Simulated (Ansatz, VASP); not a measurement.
In3B2H3: VASP beside Ansatz

```
CELL_PARAMETERS angstrom
4.78176 0.00000 0.00000
0.00000 4.78176 0.00000
0.00000 0.00000 4.78176
ATOMIC_POSITIONS crystal
In 0.00000 0.50000 0.50000
In 0.50000 0.00000 0.50000
In 0.50000 0.50000 0.00000
B 0.00000 0.00000 0.00000
B 0.50000 0.50000 0.50000
H 0.50000 0.00000 0.00000
H 0.00000 0.50000 0.00000
H 0.00000 0.00000 0.50000
```

Alike in both runs: functional PBE; k mesh 3 × 3 × 3; occupations gaussian, width 0.15 eV; no spin polarisation.

Ansatz relaxed the structure, and its values are those at the end. VASP's run is a single point on that final structure, the one shown.

```csv
,VASP,Ansatz
version,VASP 6.6.1,Ansatz 0.2.0
potentials or method,"VASP PAW PBE potentials, release 64 (In_d, B, H), cutoff 500 eV","scalar-relativistic, plane waves, PAW"
valence electrons in the cell,48,48
```

Ansatz gave:

- gap on the k mesh at the Fermi level (eV): none
- pressure (GPa): -0.2

**Question.** Estimate VASP's values.

**Answer.** gap on the k mesh at the Fermi level (eV): none; pressure (GPa): -0.3.

A gap of «none» marks a metal or a gap that the smearing closes.

The k mesh is coarse, so the values compare programs but aren't converged.
